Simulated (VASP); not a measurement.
Set up this calculation in VASP 6.6.1, as the native input.

- Task: single point
- Functional: PBE
- Potentials or basis: VASP PAW PBE potentials, release 64 (Ag)
- Cutoff: 520 eV
- k mesh: 11 × 11 × 11
- Occupations: fermi-dirac, width 0.05 eV
- Spin: no spin polarisation
- Dipole correction: no
- Further INCAR settings: ALGO = Normal; EDIFF = 1e-07; NBANDS = 12

The structure of Ag lies in POSCAR:

```
Ag
1.0
   -1.6103805100      1.6535326600      1.6181576800
    1.6593070500     -1.6605473000      1.6740988600
    1.6393304800      1.6894972700     -1.6251723200
Ag
1
Direct
    0.0000000000      0.0000000000      0.0000000000
```

One way to write it, as run:

INCAR

```
SYSTEM = Ag
  PREC = Accurate
  ENCUT = 520
  EDIFF = 1E-7
  ISMEAR = -1
  SIGMA = 0.05
  LREAL = .False.
  LASPH = .True.
  NELM = 100
  ALGO = Normal
  ISIF = 2
  LWAVE = .False.
  LCHARG = .False.
  GGA = PE
  NBANDS = 12
```

KPOINTS

```
regular mesh
0
Gamma
  11 11 11
  0 0 0
```

Potentials or basis: VASP PAW PBE potentials, release 64 (Ag).

Command:

```console
$ cat potpaw_PBE.64/Ag/POTCAR > POTCAR
$ mpirun -np 1 vasp_std > vasp.out
```

It gave:

```json
{"Pressure": "-0.8 GPa"}
```

Run time: 33 s on 1 thread of Intel(R) Xeon(R) 6975P-C (Granite Rapids), on a shared host, peak memory 0.25 GiB.
